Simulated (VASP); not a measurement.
# TiCo3 (Pm-3m) in VASP: single point with LDA

Aim: the single point of TiCo3 with LDA.

Program: VASP 6.6.1. These are calculated values, not measurements. Logs are shortened: lines on timing, memory, paths and dates and some standing lists are left out, and cuts for length are marked.

**1. The cell of the first run**

The structure is cubic, space group Pm-3m (No. 221). The conventional cell has a = 3.571 Å, b = 3.571 Å, c = 3.571 Å, α = 90.00°, β = 90.00°, γ = 90.00°. Within 3.3 Å of Ti (site symmetry m-3m) lie 12 Co at 2.53 Å. Within 3.3 Å of Co (site symmetry 4/mmm) lie 4 Ti at 2.53 Å and 8 Co at 2.53 Å.

**2. Single point, LDA, collinear spin, ferromagnetic start**

Input file INCAR:

```
SYSTEM = TiCo3
ALGO = Normal
EDIFF = 1E-6
ENCUT = 600
GGA = CA
GGA_COMPAT = .False.
ISIF = 2
ISMEAR = -1
ISPIN = 2
LASPH = .True.
LCHARG = .True.
LELF = .True.
LMAXMIX = 4
LORBIT = 11
LREAL = .False.
LVHAR = .True.
LWAVE = .False.
MAGMOM = 0 0.3 0.3 0.3
NBANDS = 44
NELM = 200
PREC = Accurate
SIGMA = 0.05
```

Input file KPOINTS:

```
k-points
0
Gamma
  8 8 8
  0 0 0
```

Input file POSCAR:

```
TiCo3
1.0
    3.5710000000      0.0000000000      0.0000000000
    0.0000000000      3.5710000000      0.0000000000
    0.0000000000      0.0000000000      3.5710000000
Ti Co
1 3
Direct
    0.0000000000      0.0000000000      0.0000000000
    0.0000000000      0.5000000000      0.5000000000
    0.5000000000      0.0000000000      0.5000000000
    0.5000000000      0.5000000000      0.0000000000
```

Potentials or basis: VASP PAW LDA potentials, release 64 (Ti_sv, Co_sv).

The run is started by

```bash
cat potpaw_LDA.64/Ti_sv/POTCAR potpaw_LDA.64/Co_sv/POTCAR > POTCAR
mpirun -np 1 vasp_std > vasp.out
```

OUTCAR:

```text
SYSTEM = TiCo3
   EDIFF = 1E-6
   ENCUT = 600
   GGA = CA
   ISIF = 2
   ISMEAR = -1
   ISPIN = 2
   LASPH = .True.
   LORBIT = 11
   LREAL = .False.
   NELM = 200
   PREC = Accurate

 ion  position               nearest neighbor table
   1  0.000  0.000  0.000-   2 2.53   3 2.53   4 2.53   2 2.53   3 2.53   2 2.53   4 2.53   2 2.53
                             3 2.53   4 2.53   3 2.53   4 2.53
   2  0.000  0.500  0.500-   1 2.53   3 2.53   4 2.53   1 2.53   4 2.53   1 2.53   3 2.53   1 2.53
                             3 2.53   4 2.53   4 2.53   3 2.53
   3  0.500  0.000  0.500-   1 2.53   2 2.53   4 2.53   1 2.53   4 2.53   2 2.53   4 2.53   4 2.53
                             1 2.53   2 2.53   1 2.53   2 2.53
   4  0.500  0.500  0.000-   1 2.53   2 2.53   3 2.53   2 2.53   3 2.53   1 2.53   3 2.53   3 2.53
                             1 2.53   2 2.53   2 2.53   1 2.53

  LATTYP: Found a simple cubic cell.
 ALAT       =     3.5710000000

  Lattice vectors:

 A1 = (   3.5710000000,   0.0000000000,   0.0000000000)
 A2 = (   0.0000000000,   3.5710000000,   0.0000000000)
 A3 = (   0.0000000000,   0.0000000000,   3.5710000000)

Analysis of symmetry for initial positions (statically):
=====================================================================
 Subroutine PRICEL returns:
 Original cell was already a primitive cell.

 Routine SETGRP: Setting up the symmetry group for a
 simple cubic supercell.

 Subroutine GETGRP returns: Found 48 space group operations
 (whereof 48 operations were pure point group operations)
 out of a pool of 48 trial point group operations.

The static configuration has the point symmetry O_h .

Analysis of symmetry for dynamics (positions and initial velocities):
=====================================================================
 Subroutine PRICEL returns:
 Original cell was already a primitive cell.

 Routine SETGRP: Setting up the symmetry group for a
 simple cubic supercell.

 Subroutine GETGRP returns: Found 48 space group operations
 (whereof 48 operations were pure point group operations)
 out of a pool of 48 trial point group operations.

The dynamic configuration has the point symmetry O_h .

Analysis of structural, dynamic, and magnetic symmetry:
=====================================================================
 Subroutine PRICEL returns:
 Original cell was already a primitive cell.

 Routine SETGRP: Setting up the symmetry group for a
 simple cubic supercell.

 Subroutine GETGRP returns: Found 48 space group operations
 (whereof 48 operations were pure point group operations)
 out of a pool of 48 trial point group operations.

The overall configuration has the point symmetry O_h .

 Subroutine INISYM returns: Found 48 space group operations
 (whereof 48 operations are pure point group operations),
 and found     1 'primitive' translations

----------------------------------------------------------------------------------------

                                     Primitive cell

  volume of cell :      45.5375

  direct lattice vectors                    reciprocal lattice vectors
     3.571000000  0.000000000  0.000000000     0.280033604  0.000000000  0.000000000
     0.000000000  3.571000000  0.000000000     0.000000000  0.280033604  0.000000000
     0.000000000  0.000000000  3.571000000     0.000000000  0.000000000  0.280033604

  length of vectors
     3.571000000  3.571000000  3.571000000     0.280033604  0.280033604  0.280033604

  position of ions in fractional coordinates (direct lattice)
     0.000000000  0.000000000  0.000000000
     0.000000000  0.500000000  0.500000000
     0.500000000  0.000000000  0.500000000
     0.500000000  0.500000000  0.000000000

  ion indices of the primitive-cell ions
   primitive index   ion index
                 1           1
                 2           2
                 3           3
                 4           4

----------------------------------------------------------------------------------------

 KPOINTS: k-points

Automatic generation of k-mesh.
 Grid dimensions read from file:
 generate k-points for:    8    8    8

 Generating k-lattice:

  Cartesian coordinates                     Fractional coordinates (reciprocal lattice)
     0.035004201  0.000000000  0.000000000     0.125000000  0.000000000  0.000000000
     0.000000000  0.035004201  0.000000000     0.000000000  0.125000000  0.000000000
     0.000000000  0.000000000  0.035004201     0.000000000  0.000000000  0.125000000

  Length of vectors
     0.035004201  0.035004201  0.035004201

  Shift w.r.t. Gamma in fractional coordinates (k-lattice)
     0.000000000  0.000000000  0.000000000

 Subroutine IBZKPT returns following result:
 ===========================================

 Found     35 irreducible k-points:

 Following reciprocal coordinates:
            Coordinates               Weight
  0.000000  0.000000  0.000000      1.000000
  0.125000  0.000000  0.000000      6.000000
  0.250000  0.000000  0.000000      6.000000
  0.375000  0.000000  0.000000      6.000000
  0.500000  0.000000  0.000000      3.000000
  0.125000  0.125000  0.000000     12.000000
[... 16 lines left out ...]
  0.375000  0.375000  0.125000     24.000000
  0.500000  0.375000  0.125000     24.000000
 [... further k-points ...]
   k-points           NKPTS =     35   k-points in BZ     NKDIM =     35   number of bands    NBANDS=     44
   number of dos      NEDOS =    301   number of ions     NIONS =      4
   total plane-waves  NPLWV =  27000
   dimension x,y,z NGX =    30 NGY =   30 NGZ =   30
   dimension x,y,z NGXF=    60 NGYF=   60 NGZF=   60
   ions per type =               1   3
   NGX,Y,Z   is equivalent  to a cutoff of  13.97, 13.97, 13.97 a.u.
   NGXF,Y,Z  is equivalent  to a cutoff of  27.93, 27.93, 27.93 a.u.
 SYSTEM =  TiCo3
   PREC   = accura    normal or accurate (medium, high low for compatibility)
   ISTART =      0    job   : 0-new  1-cont  2-samecut
   ICHARG =      2    charge: 1-file 2-atom 10-const
   ISPIN  =      2    spin polarized calculation?
   LNONCOLLINEAR =      F non collinear calculations
   LSORBIT =      F    spin-orbit coupling
   LASPH  =      T    aspherical Exc in radial PAW
   ENCUT  =  600.0 eV  44.10 Ry    6.64 a.u.   7.13  7.13  7.13*2*pi/ulx,y,z
   NELM   =    200;   NELMIN=  2; NELMDL= -5     # of ELM steps
   EDIFF  = 0.1E-05   stopping-criterion for ELM
   LREAL  =      F    real-space projection
   EDIFFG = 0.1E-04   stopping-criterion for IOM
   NSW    =      0    number of steps for IOM
   IBRION =     -1    ionic relax: 0-MD 1-quasi-New 2-CG
   NFREE  =      0    steps in history (QN), initial steepest desc. (CG)
   ISIF   =      2    stress and relaxation
   ISYM   =      2    0-nonsym 1-usesym 2-fastsym
   POTIM  = 0.5000    time-step for ionic-motion
   TEBEG  =    0.0;   TEEND  =   0.0 temperature during run
   PSTRESS=    0.0 pullay stress
   NELECT =      63.0000    total number of electrons
   NUPDOWN=      -1.0000    fix difference up-down
   EMIN   =  10.00;   EMAX   =-10.00  energy-range for DOS
   EFERMI =   0.00;   METHOD = LEGACY
   ISMEAR =    -1;   SIGMA  =   0.05  broadening in eV -4-tet -1-fermi 0-gaus
   EFERMI_NEDOS =   21; number of points for ismear=-14 and -15
   IALGO  =     38    algorithm
   IMIX   =      4    mixing-type and parameters
     AMIX     =   0.40;   BMIX     =  1.00
     AMIX_MAG =   1.60;   BMIX_MAG =  1.00
  volume/ion in A,a.u.               =      11.38        76.83
  Fermi-wavevector in a.u.,A,eV,Ry     =   1.824169  3.447180 45.274664  3.327594
  Thomas-Fermi vector in A             =   2.879960
   LORBIT       =     11    0 simple, 1 ext, 2 COOP (PROOUT), +10 PAW based schemes
   GGA     = CA    functional components
   LHFCALC =     F    Hartree Fock is set to
   AEXX    =    0.0000 exact exchange contribution
   IVDW    =     0    specifies the selected vdW correction
   LEPSILON=     F    determine dielectric tensor
   LRPA    =     F    only Hartree local field effects (RPA)
 spin polarized calculation
  energy-cutoff  :      600.00
  volume of cell :       45.54
 maximum number of plane-waves:      1568
 NGX is ok and might be reduce to    30
   NGX = 15   NGY = 15   NGZ = 15

 number of electron      62.9999979 magnetization       0.3784062

 Free energy of the ion-electron system (eV)
  ---------------------------------------------------
  ext. energy  EPLUGINS =         0.00000000
  ---------------------------------------------------
  free energy    TOTEN  =       -34.39309233 eV

  energy without entropy =      -34.34533609  energy(sigma->0) =      -34.36921421

 E-fermi :  11.2241     XC(G=0): -14.0225

 val. band max:       11.2237812716   @ k =   0.3750   0.3750   0.3750
 cond. band min:      11.2260923255   @ k =   0.5000   0.2500   0.0000
 fundamental gap:      0.0023110539
 Fermi energy:        11.2241410465

 spin component 1

 k-point     1 :       0.0000    0.0000    0.0000
  band No.  band energies     occupation
      1     -82.4918      1.00000
      2     -82.4437      1.00000
      3     -82.4437      1.00000
      4     -46.4206      1.00000
      5     -46.4206      1.00000
      6     -46.4206      1.00000
[... 1093 lines left out ...]
     42      21.8147      0.00000
     43      23.3891      0.00000

 [... further k-points ...]

 spin component 2

 k-point     1 :       0.0000    0.0000    0.0000
  band No.  band energies     occupation
      1     -82.3306      1.00000
      2     -82.2822      1.00000
      3     -82.2822      1.00000
      4     -46.2595      1.00000
      5     -46.2595      1.00000
      6     -46.2595      1.00000
[... 1093 lines left out ...]
     42      21.8414      0.00000
     43      23.4268      0.00000

 [... further k-points ...]

 [bands above 43 left out]

------------------------ aborting loop because EDIFF is reached ----------------------------------------

  FORCE on cell =-STRESS in cart. coord.  units (eV):
  Direction    XX          YY          ZZ          XY          YZ          ZX
  --------------------------------------------------------------------------------------
  -------------------------------------------------------------------------------------
  Total       -5.1207055     -5.1207055     -5.1207055     -0.0000000     -0.0000000      0.0000000
  in kB     -180.1651678   -180.1651678   -180.1651678     -0.0000000     -0.0000000      0.0000000
  external PRESSURE =    -180.1651678 kB  Pullay stress =       0.0000000 kB

 VOLUME and BASIS-vectors are now :
 -----------------------------------------------------------------------------
  energy-cutoff  :      600.00
  volume of cell :       45.54
      direct lattice vectors                 reciprocal lattice vectors
     3.571000000  0.000000000  0.000000000     0.280033604  0.000000000  0.000000000
     0.000000000  3.571000000  0.000000000     0.000000000  0.280033604  0.000000000
     0.000000000  0.000000000  3.571000000     0.000000000  0.000000000  0.280033604

 POSITION                                       TOTAL-FORCE (eV/Angst)
 -----------------------------------------------------------------------------------
      0.00000      0.00000      0.00000         0.000000      0.000000      0.000000
      0.00000      1.78550      1.78550         0.000000      0.000000      0.000000
      1.78550      0.00000      1.78550         0.000000      0.000000      0.000000
      1.78550      1.78550      0.00000         0.000000      0.000000      0.000000
 -----------------------------------------------------------------------------------
    total drift:                                0.000000      0.000000     -0.000000

  FREE ENERGIE OF THE ION-ELECTRON SYSTEM (eV)
  ---------------------------------------------------
  free  energy   TOTEN  =       -34.3930923282 eV

  energy  without entropy=      -34.3453360884  energy(sigma->0) =      -34.36921421

 total charge

# of ion       s       p       d       tot
------------------------------------------
    1        2.270   6.198   1.975  10.444
    2        2.262   6.114   6.752  15.128
    3        2.262   6.114   6.752  15.128
    4        2.262   6.114   6.752  15.128
--------------------------------------------------
tot          9.057  24.539  22.231  55.827

 magnetization (x)

# of ion       s       p       d       tot
------------------------------------------
    1       -0.001  -0.003  -0.041  -0.045
    2       -0.000  -0.000   0.144   0.144
    3       -0.000  -0.000   0.144   0.144
    4       -0.000  -0.000   0.144   0.144
--------------------------------------------------
tot         -0.001  -0.003   0.391   0.387
```

Wall time 90 s (1 thread of Intel Xeon 6975P-C (Granite Rapids), shared host); peak memory 0.24 GiB.

Results:

| Property | Result |
| --- | --- |
| Free energy | -34.3931 eV |
| Pressure | -18.0 GPa |
| Net moment | 0.38 μB per cell |
| Site moments | Ti -0.04; Co +0.14 μB |
| Valence electrons inside the program's atomic spheres | Ti 10.44; Co 15.13 |

Caveat: the cell stands under tension.
